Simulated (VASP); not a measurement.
# TaN (P-6m2) in VASP: further runs

Runs on TaN. Level: LDA. Tasks: single point, relaxation of cell and atoms.

Program: VASP 6.6.1. These are calculated values, not measurements. Logs are shortened: lines on timing, memory, paths and dates and some standing lists are left out, and cuts for length are marked.

### 1 The cell of the first run

It takes space group P-6m2 (No. 187, hexagonal). Conventional cell: a = 2.884 Å, b = 2.884 Å, c = 2.832 Å, α = 90.00°, β = 90.00°, γ = 120.00°. Ta (site symmetry -6m2) has 6 N at 2.19 Å and 8 Ta at 2.83 to 2.88 Å within 2.9 Å. N (site symmetry -6m2) has 6 Ta at 2.19 Å and 8 N at 2.83 to 2.88 Å within 2.9 Å.

### 2 Single point, LDA

The input, INCAR:

```
PREC = Accurate
ENCUT = 520
EDIFF = 1E-7
ISMEAR = -1
SIGMA = 0.15
LREAL = F
LASPH = T
NELM = 100
ALGO = Normal
ISIF = 2
LWAVE = F
LCHARG = F
NBANDS = 15
```

The input, KPOINTS:

```
Automatic mesh
0
Gamma
  18 18 14
```

The input, POSCAR:

```
TaN
1.0
    2.8836492727      0.0000000000      0.0000000000
   -1.4418246364      2.4973135258      0.0000000000
    0.0000000000      0.0000000000      2.8323514719
Ta N
1 1
Direct
    0.3333333333      0.6666666667      0.5000000000
    0.0000000000      0.0000000000      0.0000000000
```

Potentials or basis: VASP PAW LDA potentials, release 64 (Ta_pv, N).

Launch:

```
$ cat potpaw_LDA.64/Ta_pv/POTCAR potpaw_LDA.64/N/POTCAR > POTCAR
$ mpirun -np 1 vasp_std > vasp.out
```

OUTCAR:

```text
PREC = Accurate
   ENCUT = 520
   EDIFF = 1E-7
   ISMEAR = -1
   LREAL = F
   LASPH = T
   NELM = 100
   ISIF = 2

 ion  position               nearest neighbor table
   1  0.333  0.667  0.500-   2 2.19   2 2.19   2 2.19   2 2.19   2 2.19   2 2.19
   2  0.000  0.000  0.000-   1 2.19   1 2.19   1 2.19   1 2.19   1 2.19   1 2.19

  LATTYP: Found a hexagonal cell.
 ALAT       =     2.8836492727
 C/A-ratio  =     0.9822108045

  Lattice vectors:

 A1 = (   2.8836492727,   0.0000000000,   0.0000000000)
 A2 = (  -1.4418246364,   2.4973135258,   0.0000000000)
 A3 = (   0.0000000000,   0.0000000000,   2.8323514719)

Analysis of symmetry for initial positions (statically):
=====================================================================
 Subroutine PRICEL returns:
 Original cell was already a primitive cell.

 Routine SETGRP: Setting up the symmetry group for a
 hexagonal supercell.

 Subroutine GETGRP returns: Found 12 space group operations
 (whereof 12 operations were pure point group operations)
 out of a pool of 24 trial point group operations.

The static configuration has the point symmetry D_3h.

Analysis of symmetry for dynamics (positions and initial velocities):
=====================================================================
 Subroutine PRICEL returns:
 Original cell was already a primitive cell.

 Routine SETGRP: Setting up the symmetry group for a
 hexagonal supercell.

 Subroutine GETGRP returns: Found 12 space group operations
 (whereof 12 operations were pure point group operations)
 out of a pool of 24 trial point group operations.

The dynamic configuration has the point symmetry D_3h.

 Subroutine INISYM returns: Found 12 space group operations
 (whereof 12 operations are pure point group operations),
 and found     1 'primitive' translations

----------------------------------------------------------------------------------------

                                     Primitive cell

  volume of cell :      20.3968

  direct lattice vectors                    reciprocal lattice vectors
     2.883649273  0.000000000  0.000000000     0.346782811  0.200215149  0.000000000
    -1.441824636  2.497313526  0.000000000     0.000000000  0.400430298  0.000000000
     0.000000000  0.000000000  2.832351472     0.000000000  0.000000000  0.353063527

  length of vectors
     2.883649273  2.883649273  2.832351472     0.400430298  0.400430298  0.353063527

  position of ions in fractional coordinates (direct lattice)
     0.333333333  0.666666667  0.500000000
     0.000000000  0.000000000  0.000000000

  ion indices of the primitive-cell ions
   primitive index   ion index
                 1           1
                 2           2

----------------------------------------------------------------------------------------

 KPOINTS: Automatic mesh

Automatic generation of k-mesh.
 Grid dimensions read from file:
 generate k-points for:   18   18   14

 Generating k-lattice:

  Cartesian coordinates                     Fractional coordinates (reciprocal lattice)
     0.019265712  0.011123064  0.000000000     0.055555556 -0.000000000  0.000000000
     0.000000000  0.022246128  0.000000000     0.000000000  0.055555556  0.000000000
     0.000000000  0.000000000  0.025218823     0.000000000  0.000000000  0.071428571

  Length of vectors
     0.022246128  0.022246128  0.025218823

  Shift w.r.t. Gamma in fractional coordinates (k-lattice)
     0.000000000  0.000000000  0.000000000

 Subroutine IBZKPT returns following result:
 ===========================================

 Found    296 irreducible k-points:

 Following reciprocal coordinates:
            Coordinates               Weight
  0.000000  0.000000  0.000000      1.000000
  0.055556 -0.000000  0.000000      6.000000
  0.111111 -0.000000  0.000000      6.000000
  0.166667  0.000000  0.000000      6.000000
  0.222222  0.000000  0.000000      6.000000
  0.277778  0.000000  0.000000      6.000000
[... 16 lines left out ...]
  0.333333  0.111111  0.000000     12.000000
  0.388889  0.111111  0.000000     12.000000
 [... further k-points ...]
   k-points           NKPTS =    296   k-points in BZ     NKDIM =    296   number of bands    NBANDS=     15
   number of dos      NEDOS =    301   number of ions     NIONS =      2
   total plane-waves  NPLWV =  13824
   dimension x,y,z NGX =    24 NGY =   24 NGZ =   24
   dimension x,y,z NGXF=    48 NGYF=   48 NGZF=   48
   ions per type =               1   1
   NGX,Y,Z   is equivalent  to a cutoff of  13.84, 13.84, 14.09 a.u.
   NGXF,Y,Z  is equivalent  to a cutoff of  27.67, 27.67, 28.17 a.u.
 SYSTEM =  unknown system
   PREC   = accura    normal or accurate (medium, high low for compatibility)
   ISTART =      0    job   : 0-new  1-cont  2-samecut
   ICHARG =      2    charge: 1-file 2-atom 10-const
   ISPIN  =      1    spin polarized calculation?
   LNONCOLLINEAR =      F non collinear calculations
   LSORBIT =      F    spin-orbit coupling
   LASPH  =      T    aspherical Exc in radial PAW
   ENCUT  =  520.0 eV  38.22 Ry    6.18 a.u.   5.36  5.36  5.27*2*pi/ulx,y,z
   NELM   =    100;   NELMIN=  2; NELMDL= -5     # of ELM steps
   EDIFF  = 0.1E-06   stopping-criterion for ELM
   LREAL  =      F    real-space projection
   EDIFFG = 0.1E-05   stopping-criterion for IOM
   NSW    =      0    number of steps for IOM
   IBRION =     -1    ionic relax: 0-MD 1-quasi-New 2-CG
   NFREE  =      0    steps in history (QN), initial steepest desc. (CG)
   ISIF   =      2    stress and relaxation
   ISYM   =      2    0-nonsym 1-usesym 2-fastsym
   POTIM  = 0.5000    time-step for ionic-motion
   TEBEG  =    0.0;   TEEND  =   0.0 temperature during run
   PSTRESS=    0.0 pullay stress
   NELECT =      16.0000    total number of electrons
   NUPDOWN=      -1.0000    fix difference up-down
   EMIN   =  10.00;   EMAX   =-10.00  energy-range for DOS
   EFERMI =   0.00;   METHOD = LEGACY
   ISMEAR =    -1;   SIGMA  =   0.15  broadening in eV -4-tet -1-fermi 0-gaus
   EFERMI_NEDOS =   21; number of points for ismear=-14 and -15
   IALGO  =     38    algorithm
   IMIX   =      4    mixing-type and parameters
     AMIX     =   0.40;   BMIX     =  1.00
     AMIX_MAG =   1.60;   BMIX_MAG =  1.00
  volume/ion in A,a.u.               =      10.20        68.82
  Fermi-wavevector in a.u.,A,eV,Ry     =   1.509827  2.853160 31.015548  2.279578
  Thomas-Fermi vector in A             =   2.620098
   LORBIT       =      0    0 simple, 1 ext, 2 COOP (PROOUT), +10 PAW based schemes
   GGA     = CA    functional components
   LHFCALC =     F    Hartree Fock is set to
   AEXX    =    0.0000 exact exchange contribution
   IVDW    =     0    specifies the selected vdW correction
   LEPSILON=     F    determine dielectric tensor
   LRPA    =     F    only Hartree local field effects (RPA)
 non-spin polarized calculation
  energy-cutoff  :      520.00
  volume of cell :       20.40
 maximum number of plane-waves:       574
 NGX is ok and might be reduce to    24
   NGX = 11   NGY = 11   NGZ = 11

 number of electron      15.9999999 magnetization

 Free energy of the ion-electron system (eV)
  ---------------------------------------------------
  ext. energy  EPLUGINS =         0.00000000
  ---------------------------------------------------
  free energy    TOTEN  =       -24.70190995 eV

  energy without entropy =      -24.69105551  energy(sigma->0) =      -24.69648273

 E-fermi :   8.7548     XC(G=0): -13.8807

 val. band max:        8.7196637941   @ k =   0.0556  -0.0000   0.4286
 cond. band min:       8.7934282607   @ k =   0.0000   0.0000   0.3571
 fundamental gap:      0.0737644666
 Fermi energy:         8.7547793673

 k-point     1 :       0.0000    0.0000    0.0000
  band No.  band energies     occupation
      1     -25.7705      2.00000
      2     -25.4680      2.00000
      3     -25.4680      2.00000
      4      -9.2496      2.00000
      5       3.9227      2.00000
      6       3.9227      2.00000
      7       4.2417      2.00000
      8       5.7677      2.00000
      9      11.5035      0.00000
     10      12.5434      0.00000
     11      12.5434      0.00000
     12      12.9626      0.00000
     13      12.9626      0.00000
     14      21.2982      0.00000
     15      22.3231      0.00000

 k-point     2 :       0.0556   -0.0000    0.0000
  band No.  band energies     occupation
      1     -25.7651      2.00000
      2     -25.5107      2.00000
      3     -25.4769      2.00000
      4      -9.1762      2.00000
      5       3.7052      2.00000
      6       3.9781      2.00000
      7       4.3587      2.00000
      8       5.6614      2.00000
      9      11.7562      0.00000
     10      12.3899      0.00000
     11      12.5518      0.00000
     12      12.9255      0.00000
     13      13.0593      0.00000
     14      21.2988      0.00000
     15      22.3013      0.00000

 k-point     3 :       0.1111   -0.0000    0.0000
  band No.  band energies     occupation
      1     -25.7495      2.00000
      2     -25.6319      2.00000
      3     -25.5025      2.00000
      4      -8.9648      2.00000
      5       3.2051      2.00000
      6       4.1359      2.00000
      7       4.6196      2.00000
      8       5.3731      2.00000
      9      11.9832      0.00000
     10      12.4299      0.00000
     11      12.5873      0.00000
     12      12.8204      0.00000
     13      13.3095      0.00000
     14      21.3004      0.00000
     15      22.2465      0.00000
[... 343 lines left out ...]
 k-point    23 :       0.3333    0.1111    0.0000
  band No.  band energies     occupation
      1     -26.5809      2.00000
      2     -25.8126      2.00000
      3     -25.6028      2.00000
      4      -6.8948      2.00000
      5       0.5566      2.00000
      6       3.4548      2.00000
      7       4.4556      2.00000
      8       6.2498      2.00000
      9      11.2557      0.00000
     10      11.2787      0.00000
     11      13.9488      0.00000
     12      15.0557      0.00000
     13      17.1022      0.00000
     14      21.3053      0.00000
     15      22.5913      0.00000

 k-point    24 :       0.3889    0.1111    0.0000
  band No.  band energies     occupation
      1     -26.6690      2.00000
      2     -25.8445      2.00000
      3     -25.5877      2.00000
      4      -6.6607      2.00000
      5       0.3668      2.00000
      6       3.3023      2.00000
      7       4.3108      2.00000
      8       6.3118      2.00000
      9      11.1067      0.00000
     10      12.0126      0.00000
     11      13.6620      0.00000
     12      15.1341      0.00000
     13      18.0121      0.00000
     14      21.2640      0.00000
     15      21.6857      0.00000

 [... further k-points ...]
[... 5 lines left out ...]
  --------------------------------------------------------------------------------------
  -------------------------------------------------------------------------------------
  Total        1.4146427      1.4146427      1.4454336     -0.0000000     -0.0000000      0.0000000
  in kB      111.1206294    111.1206294    113.5392626     -0.0000000     -0.0000000      0.0000000
  external PRESSURE =     111.9268405 kB  Pullay stress =       0.0000000 kB

 VOLUME and BASIS-vectors are now :
 -----------------------------------------------------------------------------
  energy-cutoff  :      520.00
  volume of cell :       20.40
      direct lattice vectors                 reciprocal lattice vectors
     2.883649273  0.000000000  0.000000000     0.346782811  0.200215149  0.000000000
    -1.441824636  2.497313526  0.000000000     0.000000000  0.400430298  0.000000000
     0.000000000  0.000000000  2.832351472     0.000000000  0.000000000  0.353063527

 POSITION                                       TOTAL-FORCE (eV/Angst)
 -----------------------------------------------------------------------------------
     -0.00000      1.66488      1.41618        -0.000000      0.000000      0.000000
      0.00000      0.00000      0.00000         0.000000     -0.000000      0.000000
 -----------------------------------------------------------------------------------
    total drift:                                0.000000     -0.000000     -0.000000

  FREE ENERGIE OF THE ION-ELECTRON SYSTEM (eV)
  ---------------------------------------------------
  free  energy   TOTEN  =       -24.7019099517 eV

  energy  without entropy=      -24.6910555138  energy(sigma->0) =      -24.69648273
```

It took 25 s on 1 thread of Intel Xeon 6975P-C (Granite Rapids), shared host; peak memory 0.2 GiB.

What came out:

| Property | Result |
| --- | --- |
| Free energy | -24.7019 eV |
| Pressure | 11.2 GPa |
| Band gap on the k mesh | zero (bands 8 and 9 overlap by 0.38 eV) |

Stress tensor (GPa, compression positive):
```
11.11  0.00  0.00
 0.00 11.11  0.00
 0.00  0.00 11.35
```

Caveat: the cell stands under pressure; spin-orbit coupling is left out, which moves the levels of the heavy elements.

### 3 Relaxation of cell and atoms, LDA, target pressure 9 GPa, at which the enthalpy is minimised

This run uses another cell than the first one, of 10.43 Å³/atom.

The input, INCAR:

```
  PREC = Accurate
  ENCUT = 600
  EDIFF = 1E-6
  ISMEAR = -1
  SIGMA = 0.15
  LREAL = F
  LASPH = T
  NELM = 80
  ALGO = Normal
  ISIF = 3
  LWAVE = F
  LCHARG = F
  GGA = CA
  IBRION = 2
  NSW = 80
  EDIFFG = -0.001
  PSTRESS = 90.0
```

KPOINTS is that of step 2.

The input, POSCAR:

```
TaN
1.0
    2.9068983747      0.0000000000      0.0000000000
   -1.4534491874      2.5174478387      0.0000000000
    0.0000000000      0.0000000000      2.8508655672
Ta N
1 1
Direct
    0.3333333333      0.6666666667      0.5000000000
    0.0000000000      0.0000000000      0.0000000000
```

Potentials or basis: VASP PAW LDA potentials, release 64 (Ta_pv, N).

Launch:

```
$ cat potpaw_LDA.64/Ta_pv/POTCAR potpaw_LDA.64/N/POTCAR > POTCAR
$ mpirun -np 1 vasp_std > vasp.out
```

Wall time 77 s (1 thread of Intel Xeon 6975P-C (Granite Rapids), shared host); peak memory 0.22 GiB.

Results (log left out):

| Property | Result |
| --- | --- |
| Free energy | -24.7095 eV |
| Relaxed volume | 10.25 Å³/atom |
| Relaxed cell | a = 2.888 Å, b = 2.888 Å, c = 2.837 Å, α = 90.00°, β = 90.00°, γ = 120.00° |
| Space group after relaxing (to 0.1 Å) | P-6m2 (No. 187) |
| Energy change on relaxing (the run minimises the enthalpy) | +6.2 meV/atom |
| Ionic steps | 8 |
| Pressure after relaxing | 9.0 GPa |
| Band gap on the k mesh | zero (bands 8 and 9 overlap by 0.38 eV) |

Step by step:
```tsv
step	energy change (eV)	largest force (eV/Å)	pressure (GPa)	volume (Å³)
1	0.0000	0.0000	1.97	20.86
2	0.1362	0.0000	32.07	19.51
3	0.0118	0.0000	8.84	20.51
4	0.0123	0.0000	9.00	20.50
5	0.0125	0.0000	9.02	20.50
6	0.0123	0.0000	9.00	20.50
7	0.0123	0.0000	9.01	20.50
8	0.0123	0.0000	9.01	20.50
```

Final structure:
```cif
data_structure
_symmetry_space_group_name_H-M 'P 1'
_symmetry_Int_Tables_number 1
_cell_length_a 2.8885
_cell_length_b 2.8885
_cell_length_c 2.8371
_cell_angle_alpha 90.000
_cell_angle_beta 90.000
_cell_angle_gamma 120.000
_cell_volume 20.50
loop_
_atom_site_label
_atom_site_type_symbol
_atom_site_fract_x
_atom_site_fract_y
_atom_site_fract_z
_atom_site_occupancy
Ta1 Ta 0.33333 0.66667 0.50000 1
N1 N 0.00000 0.00000 0.00000 1
```

Levels at points of the mesh, in eV from the Fermi level:
| k point | band 6 | band 7 | band 8 | band 9 | band 10 | band 11 |
| --- | --- | --- | --- | --- | --- | --- |
| (0.00, 0.00, 0.00) | -4.81 | -4.49 | -2.98 | 2.71 | 3.77 | 3.77 |
| (0.50, 0.00, 0.00) | -5.49 | -3.74 | -3.26 | 3.10 | 4.30 | 5.43 |
| (0.00, 0.00, 0.50) | -3.95 | -3.95 | -0.18 | -0.18 | 2.53 | 3.39 |
| (0.50, 0.00, 0.50) | -6.37 | -6.01 | -0.22 | 4.51 | 5.69 | 6.46 |

Caveat: the cell is relaxed towards a set pressure, so the run minimises the enthalpy, not the energy; spin-orbit coupling is left out, which moves the levels of the heavy elements.

### 4 Single point, LDA

This run uses another cell than the first one, of 9.74 Å³/atom.

The input, INCAR:

```
SYSTEM = TaN
  ALGO = Normal
  EDIFF = 1E-6
  ENCUT = 520
  GGA = CA
  ISIF = 2
  ISMEAR = -1
  LASPH = .True.
  LCHARG = .False.
  LREAL = .False.
  LWAVE = .False.
  NBANDS = 15
  NELM = 100
  PREC = Accurate
  SIGMA = 0.15
```

The input, KPOINTS:

```
k-points
0
Gamma
  18 18 14
  0 0 0
```

The input, POSCAR:

```
TaN
1.0
    2.8371000754      0.0000000000      0.0000000000
   -1.4185500377      2.4570007384      0.0000000000
    0.0000000000      0.0000000000      2.7953070436
Ta N
1 1
Direct
    0.3333333333      0.6666666667      0.5000000000
    0.0000000000      0.0000000000      0.0000000000
```

Launch:

```
$ cat potpaw_LDA.64/Ta_pv/POTCAR potpaw_LDA.64/N/POTCAR > POTCAR
$ mpirun -np 1 vasp_std > vasp.out
```

Wall time 56 s (1 thread of Intel Xeon Platinum 8488C (Sapphire Rapids), shared host); peak memory 0.2 GiB.

Results (log left out):

| Quantity | Value |
| --- | --- |
| Free energy | -24.5788 eV |
| Pressure | 32.6 GPa |
| Band gap on the k mesh | zero (bands 8 and 9 overlap by 0.38 eV) |

Stress tensor (GPa, compression positive):
```
32.54  0.00  0.00
 0.00 32.54  0.00
 0.00  0.00 32.84
```

Levels at points of the mesh, in eV from the Fermi level:
| k point | band 6 | band 7 | band 8 | band 9 | band 10 | band 11 |
| --- | --- | --- | --- | --- | --- | --- |
| (0.00, 0.00, 0.00) | -5.04 | -4.78 | -3.07 | 3.11 | 3.97 | 3.97 |
| (0.50, 0.00, 0.00) | -5.81 | -3.99 | -3.35 | 3.28 | 4.63 | 5.69 |
| (0.00, 0.00, 0.50) | -4.13 | -4.13 | -0.23 | -0.23 | 2.61 | 3.54 |
| (0.50, 0.00, 0.50) | -6.57 | -6.32 | -0.12 | 4.88 | 6.11 | 6.91 |

Caveat: the cell stands under pressure; spin-orbit coupling is left out, which moves the levels of the heavy elements.

(Continued in part 2 of 2.)

The gap in the log of VASP goes by the Fermi energy; the results here count the filled bands.